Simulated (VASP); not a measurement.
# AlN (Pm) in VASP: a series of runs

The runs below take AlN through single point, with LDA.

Everything below comes from runs of VASP 6.6.1. Logs are shortened: lines on timing, memory, paths and dates and some standing lists are left out, and cuts for length are marked.

### Step 1. The cell of the first run

It takes space group Pm (No. 6, monoclinic). Conventional cell: a = 3.276 Å, b = 4.101 Å, c = 5.674 Å, α = 90.00°, β = 90.00°, γ = 90.00°. Al (site symmetry m) has 2 N at 1.46 to 1.94 Å within 2.0 Å. Within 2.5 Å of Al (site symmetry m) lie 5 N at 1.89 to 2.05 Å. Al (site symmetry m) has 5 N at 1.89 to 2.05 Å and 2 Al at 2.52 Å within 2.6 Å. Al (site symmetry m) has 5 N at 1.89 to 2.05 Å within 2.5 Å. Within 2.5 Å of N (site symmetry m) lie 5 Al at 1.89 to 2.12 Å. N (site symmetry m) has 5 Al at 1.89 to 2.05 Å within 2.5 Å. N (site symmetry m) has 2 Al at 1.46 to 1.89 Å within 1.9 Å. N (site symmetry m) has 5 Al at 1.89 to 2.05 Å within 2.5 Å.

### Step 2. Single point, LDA (atom 1 (Al) moved by +0.248 Å along [1 0 0] and -0.496 Å along [1 2 0])

File INCAR:

```
SYSTEM = AlN
ALGO = Normal
EDIFF = 1E-6
ENCUT = 520
ISIF = 2
ISMEAR = 0
LASPH = .TRUE.
LCHARG = .TRUE.
LELF = .TRUE.
LREAL = .FALSE.
LVHAR = .TRUE.
LWAVE = .FALSE.
NBANDS = 26
NELM = 80
PREC = Accurate
SIGMA = 0.05
```

File KPOINTS:

```
k-points
0
G
  8 6 4
  0 0 0
```

File POSCAR:

```
AlN
1.0
   -1.6378403119      2.8368226349      0.0000000000
    0.0000000000      0.0000000000      4.1006264518
    4.9135209358      2.8368226349      0.0000000000
Al N
4 4
Direct
    0.3310126463      0.7500000000      0.1608105199
    1.0000000000      0.7500000000      0.6666666667
    0.0000000000      0.2500000000      0.3333333333
    0.5000000000      0.2500000000      0.8333333333
    0.5000000000      0.2500000000      0.1666666667
    1.0000000000      0.2500000000      0.6666666667
    0.0000000000      0.7500000000      0.3333333333
    0.5000000000      0.7500000000      0.8333333333
```

Potentials or basis: VASP PAW LDA potentials, release 64 (Al, N).

On the command line:

```bash
> cat potpaw_LDA.64/Al/POTCAR potpaw_LDA.64/N/POTCAR > POTCAR
> mpirun -np 1 vasp_std > vasp.out
```

OUTCAR:

```text
SYSTEM = AlN
   EDIFF = 1E-6
   ENCUT = 520
   ISIF = 2
   ISMEAR = 0
   LASPH = .TRUE.
   LREAL = .FALSE.
   NELM = 80
   PREC = Accurate

 ion  position               nearest neighbor table
   1  0.331  0.750  0.161-   7 1.46   8 1.94   5 2.12   5 2.12   7 2.40   3 2.52   3 2.52   4 2.82
                             4 2.82   2 3.01   2 3.07   3 3.16   3 3.16
   2  0.000  0.750  0.667-   8 1.89   8 1.89   7 1.89   6 2.05   6 2.05   4 2.79   4 2.79   4 2.79
                             4 2.79   3 2.79   3 2.79   1 3.01   1 3.07
   3  0.000  0.250  0.333-   5 1.89   5 1.89   6 1.89   7 2.05   7 2.05   1 2.52   1 2.52   2 2.79
                             2 2.79   1 3.16   1 3.16   4 3.28   4 3.28   4 3.28   4 3.28
   4  0.500  0.250  0.833-   6 1.89   6 1.89   5 1.89   8 2.05   8 2.05   2 2.79   2 2.79   2 2.79
                             2 2.79   1 2.82   1 2.82   3 3.28   3 3.28   3 3.28   3 3.28
   5  0.500  0.250  0.167-   3 1.89   3 1.89   4 1.89   1 2.12   1 2.12
   6  0.000  0.250  0.667-   4 1.89   4 1.89   3 1.89   2 2.05   2 2.05
   7  0.000  0.750  0.333-   1 1.46   2 1.89   3 2.05   3 2.05   1 2.40
   8  0.500  0.750  0.833-   2 1.89   2 1.89   1 1.94   4 2.05   4 2.05

  LATTYP: Found a simple orthorhombic cell.
 ALAT       =     3.2756806238
 B/A-ratio  =     1.2518395176
 C/A-ratio  =     1.7320508076

  Lattice vectors:

 A1 = (  -1.6378403119,   2.8368226349,   0.0000000000)
 A2 = (   0.0000000000,   0.0000000000,   4.1006264518)
 A3 = (   4.9135209358,   2.8368226349,   0.0000000000)

Analysis of symmetry for initial positions (statically):
=====================================================================
 Subroutine PRICEL returns:
 Original cell was already a primitive cell.

 Routine SETGRP: Setting up the symmetry group for a
 simple orthorhombic supercell.

 Subroutine GETGRP returns: Found  2 space group operations
 (whereof  1 operations were pure point group operations)
 out of a pool of  8 trial point group operations.

The static configuration has the point symmetry C_1 .
 The point group associated with its full space group is C_1h.

Analysis of symmetry for dynamics (positions and initial velocities):
=====================================================================
 Subroutine PRICEL returns:
 Original cell was already a primitive cell.

 Routine SETGRP: Setting up the symmetry group for a
 simple orthorhombic supercell.

 Subroutine GETGRP returns: Found  2 space group operations
 (whereof  1 operations were pure point group operations)
 out of a pool of  8 trial point group operations.

The dynamic configuration has the point symmetry C_1 .
 The point group associated with its full space group is C_1h.

 Subroutine INISYM returns: Found  2 space group operations
 (whereof  1 operations are pure point group operations),
 and found     1 'primitive' translations

----------------------------------------------------------------------------------------

                                     Primitive cell

  volume of cell :      76.2103

  direct lattice vectors                    reciprocal lattice vectors
    -1.637840312  2.836822635  0.000000000    -0.152640033  0.264380293  0.000000000
     0.000000000  0.000000000  4.100626452     0.000000000  0.000000000  0.243865178
     4.913520936  2.836822635  0.000000000     0.152640033  0.088126764  0.000000000

  length of vectors
     3.275680624  4.100626452  5.673645270     0.305280067  0.243865178  0.176253529

  position of ions in fractional coordinates (direct lattice)
     0.331012646  0.750000000  0.160810520
     0.000000000  0.750000000  0.666666667
     0.000000000  0.250000000  0.333333333
     0.500000000  0.250000000  0.833333333
     0.500000000  0.250000000  0.166666667
     0.000000000  0.250000000  0.666666667
     0.000000000  0.750000000  0.333333333
     0.500000000  0.750000000  0.833333333

  ion indices of the primitive-cell ions
   primitive index   ion index
                 1           1
                 2           2
                 3           3
                 4           4
                 5           5
                 6           6
                 7           7
                 8           8

----------------------------------------------------------------------------------------

 KPOINTS: k-points

Automatic generation of k-mesh.
 Grid dimensions read from file:
 generate k-points for:    8    6    4

 Generating k-lattice:

  Cartesian coordinates                     Fractional coordinates (reciprocal lattice)
    -0.019080004  0.033047537  0.000000000     0.125000000  0.000000000  0.000000000
     0.000000000  0.000000000  0.040644196     0.000000000  0.166666667  0.000000000
     0.038160008  0.022031691  0.000000000     0.000000000  0.000000000  0.250000000

  Length of vectors
     0.038160008  0.040644196  0.044063382

  Shift w.r.t. Gamma in fractional coordinates (k-lattice)
     0.000000000  0.000000000  0.000000000

 Subroutine IBZKPT returns following result:
 ===========================================

 Found     72 irreducible k-points:

 Following reciprocal coordinates:
            Coordinates               Weight
  0.000000  0.000000  0.000000      1.000000
  0.125000  0.000000  0.000000      2.000000
  0.250000  0.000000  0.000000      2.000000
  0.375000  0.000000  0.000000      2.000000
  0.500000  0.000000  0.000000      1.000000
  0.000000  0.166667  0.000000      2.000000
[... 16 lines left out ...]
  0.125000  0.000000 -0.250000      2.000000
  0.250000  0.000000  0.250000      2.000000
 [... further k-points ...]
   k-points           NKPTS =     72   k-points in BZ     NKDIM =     72   number of bands    NBANDS=     26
   number of dos      NEDOS =    301   number of ions     NIONS =      8
   total plane-waves  NPLWV =  30240
   dimension x,y,z NGX =    24 NGY =   30 NGZ =   42
   dimension x,y,z NGXF=    48 NGYF=   60 NGZF=   84
   ions per type =               4   4
   NGX,Y,Z   is equivalent  to a cutoff of  12.18, 12.16, 12.31 a.u.
   NGXF,Y,Z  is equivalent  to a cutoff of  24.36, 24.32, 24.61 a.u.
 SYSTEM =  AlN
   PREC   = accura    normal or accurate (medium, high low for compatibility)
   ISTART =      0    job   : 0-new  1-cont  2-samecut
   ICHARG =      2    charge: 1-file 2-atom 10-const
   ISPIN  =      1    spin polarized calculation?
   LNONCOLLINEAR =      F non collinear calculations
   LSORBIT =      F    spin-orbit coupling
   LASPH  =      T    aspherical Exc in radial PAW
   ENCUT  =  520.0 eV  38.22 Ry    6.18 a.u.   6.09  7.62 10.55*2*pi/ulx,y,z
   NELM   =     80;   NELMIN=  2; NELMDL= -5     # of ELM steps
   EDIFF  = 0.1E-05   stopping-criterion for ELM
   LREAL  =      F    real-space projection
   EDIFFG = 0.1E-04   stopping-criterion for IOM
   NSW    =      0    number of steps for IOM
   IBRION =     -1    ionic relax: 0-MD 1-quasi-New 2-CG
   NFREE  =      0    steps in history (QN), initial steepest desc. (CG)
   ISIF   =      2    stress and relaxation
   ISYM   =      2    0-nonsym 1-usesym 2-fastsym
   POTIM  = 0.5000    time-step for ionic-motion
   TEBEG  =    0.0;   TEEND  =   0.0 temperature during run
   PSTRESS=    0.0 pullay stress
   NELECT =      32.0000    total number of electrons
   NUPDOWN=      -1.0000    fix difference up-down
   EMIN   =  10.00;   EMAX   =-10.00  energy-range for DOS
   EFERMI =   0.00;   METHOD = LEGACY
   ISMEAR =     0;   SIGMA  =   0.05  broadening in eV -4-tet -1-fermi 0-gaus
   EFERMI_NEDOS =   21; number of points for ismear=-14 and -15
   IALGO  =     38    algorithm
   IMIX   =      4    mixing-type and parameters
     AMIX     =   0.40;   BMIX     =  1.00
     AMIX_MAG =   1.60;   BMIX_MAG =  1.00
  volume/ion in A,a.u.               =       9.53        64.29
  Fermi-wavevector in a.u.,A,eV,Ry     =   1.225896  2.316607 20.447110  1.502820
  Thomas-Fermi vector in A             =   2.360917
   LORBIT       =      0    0 simple, 1 ext, 2 COOP (PROOUT), +10 PAW based schemes
   GGA     = CA    functional components
   LHFCALC =     F    Hartree Fock is set to
   AEXX    =    0.0000 exact exchange contribution
   IVDW    =     0    specifies the selected vdW correction
   LEPSILON=     F    determine dielectric tensor
   LRPA    =     F    only Hartree local field effects (RPA)
 non-spin polarized calculation
 Gauss-broadening in eV      SIGMA  =   0.05
  energy-cutoff  :      520.00
  volume of cell :       76.21
 maximum number of plane-waves:      2088
   NGX = 13   NGY = 15   NGZ = 21

 number of electron      32.0000003 magnetization

 Free energy of the ion-electron system (eV)
  ---------------------------------------------------
  ext. energy  EPLUGINS =         0.00000000
  ---------------------------------------------------
  free energy    TOTEN  =       -61.57203960 eV

  energy without entropy =      -61.57203960  energy(sigma->0) =      -61.57203960

 E-fermi :   8.2710     XC(G=0): -11.6632

 val. band max:        8.0557270122   @ k =   0.0000   0.0000   0.0000
 cond. band min:      11.1764339181   @ k =   0.0000   0.0000   0.0000
 fundamental gap:      3.1207069059
 Fermi energy:         8.2710397946

 k-point     1 :       0.0000    0.0000    0.0000
  band No.  band energies     occupation
      1      -8.8415      2.00000
      2      -6.8749      2.00000
      3      -5.5904      2.00000
      4      -4.8920      2.00000
      5       0.9854      2.00000
      6       1.3969      2.00000
[... 18 lines left out ...]
     25      17.5530      0.00000
     26      19.1271      0.00000

 k-point     2 :       0.1250    0.0000    0.0000
  band No.  band energies     occupation
      1      -8.7028      2.00000
      2      -6.7662      2.00000
      3      -5.6340      2.00000
      4      -4.8896      2.00000
      5       1.1297      2.00000
      6       1.3457      2.00000
[... 18 lines left out ...]
     25      18.2750      0.00000
[... 608 lines left out ...]
     25      17.7784      0.00000
     26      18.2472      0.00000

 k-point    24 :       0.2500    0.0000    0.2500
  band No.  band energies     occupation
      1      -8.1478      2.00000
      2      -6.9323      2.00000
      3      -5.5019      2.00000
      4      -4.9428      2.00000
      5       1.5721      2.00000
      6       1.7141      2.00000
[... 18 lines left out ...]
     25      18.0522      0.00000
     26      18.0770      0.00000

 [... further k-points ...]
[... 5 lines left out ...]
  --------------------------------------------------------------------------------------
  -------------------------------------------------------------------------------------
  Total       20.6761127      0.4591931      0.6295823     -6.2668072      0.0000000      0.0000000
  in kB      434.6758704      9.6536607     13.2357686   -131.7476796      0.0000000      0.0000000
  external PRESSURE =     152.5217666 kB  Pullay stress =       0.0000000 kB

 VOLUME and BASIS-vectors are now :
 -----------------------------------------------------------------------------
  energy-cutoff  :      520.00
  volume of cell :       76.21
      direct lattice vectors                 reciprocal lattice vectors
    -1.637840312  2.836822635  0.000000000    -0.152640033  0.264380293  0.000000000
     0.000000000  0.000000000  4.100626452     0.000000000  0.000000000  0.243865178
     4.913520936  2.836822635  0.000000000     0.152640033  0.088126764  0.000000000

 POSITION                                       TOTAL-FORCE (eV/Angst)
 -----------------------------------------------------------------------------------
      0.24800      1.39522      3.07547       -16.718633      7.839558      0.000000
      3.27568      1.89122      3.07547        -0.324573     -0.498202      0.000000
      1.63784      0.94561      1.02516         0.998097     -0.725040      0.000000
      3.27568      3.78243      1.02516        -0.069499      0.337256      0.000000
      0.00000      1.89122      1.02516         0.513529     -1.211403      0.000000
      3.27568      1.89122      1.02516        -0.012846     -0.044059      0.000000
      1.63784      0.94561      3.07547        14.920135     -5.212141      0.000000
      3.27568      3.78243      3.07547         0.693790     -0.485969      0.000000
 -----------------------------------------------------------------------------------
    total drift:                               -0.000367      0.000280     -0.000000

  FREE ENERGIE OF THE ION-ELECTRON SYSTEM (eV)
  ---------------------------------------------------
  free  energy   TOTEN  =       -61.5720396024 eV

  energy  without entropy=      -61.5720396024  energy(sigma->0) =      -61.57203960
```

It took 40 s on 1 thread of Intel Xeon 6975P-C (Granite Rapids), shared host; peak memory 0.22 GiB.

What came out:

```yaml
Free_energy: -61.5720 eV
Pressure: 15.3 GPa
Largest_force: 18.465 eV/Å
Band_gap_on_the_k_mesh: 3.12 eV
```

Forces on the atoms (eV/Å):
```
Al  -16.719   7.840   0.000
Al   -0.325  -0.498   0.000
Al    0.998  -0.725   0.000
Al   -0.069   0.337   0.000
N     0.514  -1.211   0.000
N    -0.013  -0.044   0.000
N    14.920  -5.212   0.000
N     0.694  -0.486   0.000
```

Stress tensor (GPa, compression positive):
```
 43.47 -13.17   0.00
-13.17   0.97   0.00
  0.00   0.00   1.32
```

Caveat: the cell differs from its parent crystal (atom 1 (Al) moved by +0.248 Å along [1 0 0] and -0.496 Å along [1 2 0]); the cell stands under pressure; forces of over 1 eV/Å act on the atoms, so gaps and moduli don't describe the material at rest. A k mesh can miss the band edges.

### Step 3. Single point, LDA (atom 1 (Al) moved by +0.496 Å along [1 0 0] and +0.000 Å along [1 2 0])

File INCAR:

```
ALGO = Normal
EDIFF = 1E-6
ENCUT = 520
ISIF = 2
ISMEAR = 0
LASPH = True
LCHARG = True
LELF = True
LREAL = False
LVHAR = True
LWAVE = False
NBANDS = 26
NELM = 60
PREC = Accurate
SIGMA = 0.05
```

File KPOINTS:

```
k-points
0
Gamma
  8 6 4
```

POSCAR: that of step 2 with these lines changed.

```diff
@@ -8,3 +8,3 @@
 Direct
-    0.3310126463      0.7500000000      0.1608105199
+    0.4242905434      0.7500000000      0.2423761233
     1.0000000000      0.7500000000      0.6666666667
```

Potentials or basis: VASP PAW LDA potentials, release 64 (Al, N).

On the command line:

```bash
> cat potpaw_LDA.64/Al/POTCAR potpaw_LDA.64/N/POTCAR > POTCAR
> mpirun -np 1 vasp_std > vasp.out
```

Wall time 40 s (1 thread of Intel Xeon 6975P-C (Granite Rapids), shared host); peak memory 0.22 GiB.

It converged, with:

* Free energy: -61.7471 eV
* Pressure: 13.6 GPa
* Largest force: 17.413 eV/Å
* Band gap on the k mesh: 2.81 eV

Forces in eV/Å, atoms in the order of the input:
```
Al  -15.177   8.536   0.000
Al    1.912   0.862   0.000
Al    0.341  -0.839   0.000
Al    0.408   0.305   0.000
N     1.874   0.488   0.000
N    -0.763  -0.457   0.000
N    11.294  -8.676   0.000
N     0.112  -0.220   0.000
```

Stress tensor (GPa, compression positive):
```
 23.22 -23.32   0.00
-23.32  16.44   0.00
  0.00   0.00   1.08
```

Levels at points of the mesh, in eV from the valence-band top:
```csv
k point,band 13,band 14,band 15,band 16,band 17,band 18,band 19,band 20
"(0.00, 0.00, 0.00)",-2.31,-1.34,-0.91,0.00,2.81,4.05,4.57,6.79
"(0.50, 0.00, 0.00)",-3.18,-2.42,-2.19,-1.58,4.67,5.01,6.24,6.41
"(0.00, 0.50, 0.00)",-2.52,-1.99,-1.73,-1.34,4.51,5.05,5.78,6.23
"(0.50, 0.50, 0.00)",-1.79,-0.91,-0.84,-0.54,5.05,5.22,6.58,6.86
"(0.00, 0.00, 0.50)",-2.14,-1.57,-0.84,-0.70,4.20,5.17,6.16,6.37
"(0.50, 0.00, 0.50)",-3.33,-2.74,-1.58,-0.89,3.01,4.24,6.03,6.78
"(0.00, 0.50, 0.50)",-2.27,-2.07,-1.47,-1.25,4.38,5.10,5.62,6.42
"(0.50, 0.50, 0.50)",-2.58,-1.56,-1.35,-1.27,3.90,4.44,5.36,5.78
```

Caveat: the cell differs from its parent crystal (atom 1 (Al) moved by +0.496 Å along [1 0 0] and +0.000 Å along [1 2 0]); the cell stands under pressure; forces of over 1 eV/Å act on the atoms, so gaps and moduli don't describe the material at rest. A k mesh can miss the band edges.

### Step 4. Single point, LDA (atom 1 (Al) moved by -0.124 Å along [1 0 0] and +0.124 Å along [1 2 0])

File INCAR:

```
ALGO = Normal
EDIFF = 1E-7
ENCUT = 520
GGA = CA
ISIF = 2
ISMEAR = 0
LASPH = T
LCHARG = F
LREAL = F
LWAVE = F
NBANDS = 26
NELM = 60
PREC = Accurate
SIGMA = 0.05
```

KPOINTS is that of step 3.

POSCAR: that of step 3 with these lines changed.

```diff
@@ -8,3 +8,3 @@
 Direct
-    0.4242905434      0.7500000000      0.2423761233
+    0.5517105205      0.7500000000      0.1586670213
     1.0000000000      0.7500000000      0.6666666667
```

On the command line:

```bash
> cat potpaw_LDA.64/Al/POTCAR potpaw_LDA.64/N/POTCAR > POTCAR
> mpirun -np 1 vasp_std > vasp.out
```

Run time: 2.7 min. Hardware: 1 thread of Intel Xeon 8259CL, shared host; peak memory 0.22 GiB.

Results (log left out):

* Free energy: -64.7051 eV
* Pressure: 1.9 GPa
* Largest force: 2.887 eV/Å
* Band gap on the k mesh: 3.56 eV

Forces on the atoms (eV/Å):
```
Al   1.737 -2.306  0.000
Al  -0.285 -0.078  0.000
Al  -0.171  0.339  0.000
Al   0.031 -0.129  0.000
N   -0.385  0.232  0.000
N    0.070  0.068  0.000
N   -0.601  1.861  0.000
N   -0.395  0.014  0.000
```

Stress tensor (GPa, compression positive):
```
-0.76  2.64  0.00
 2.64  5.91  0.00
 0.00  0.00  0.53
```

Levels at points of the mesh, in eV from the valence-band top:
| k point | band 14 | band 15 | band 16 | band 17 | band 18 | band 19 |
| --- | --- | --- | --- | --- | --- | --- |
| (0.00, 0.00, 0.00) | -1.59 | -1.31 | 0.00 | 3.56 | 3.83 | 4.57 |
| (0.50, 0.00, 0.00) | -2.67 | -2.19 | -2.17 | 5.50 | 5.66 | 5.75 |
| (0.00, 0.50, 0.00) | -2.30 | -1.80 | -1.76 | 5.06 | 5.11 | 5.86 |
| (0.50, 0.50, 0.00) | -1.09 | -0.99 | -0.97 | 5.94 | 6.07 | 6.27 |
| (0.00, 0.00, 0.50) | -1.26 | -1.24 | -1.12 | 4.65 | 4.86 | 6.31 |
| (0.50, 0.00, 0.50) | -2.91 | -1.51 | -1.33 | 3.75 | 3.92 | 7.08 |
| (0.00, 0.50, 0.50) | -1.95 | -1.86 | -1.83 | 5.18 | 5.35 | 5.42 |
| (0.50, 0.50, 0.50) | -1.85 | -1.74 | -1.69 | 5.00 | 5.06 | 5.22 |

Caveat: the cell differs from its parent crystal (atom 1 (Al) moved by -0.124 Å along [1 0 0] and +0.124 Å along [1 2 0]); forces of over 1 eV/Å act on the atoms, so gaps and moduli don't describe the material at rest.

### Step 5. Overview

```tsv
cell	gap on the mesh (eV)	pressure (GPa)	largest force (eV/Å)
as given, atomic positions A	3.12	15.3	18.47
as given, atomic positions B	2.81	13.6	17.41
as given, atomic positions C	3.56	1.9	2.89
```

Alike in all rows: task single point; level LDA; potentials or basis VASP PAW LDA potentials, release 64 (Al, N); no spin polarisation; k mesh 8 × 6 × 4; cutoff (eV) 520; smearing gaussian 0.05 eV.

Caveats: forces of over 1 eV/Å act on the atoms, so gaps and moduli don't describe the material at rest; the cell stands under pressure (at least some runs).

Absolute energies hang on the potentials; compare differences alone.
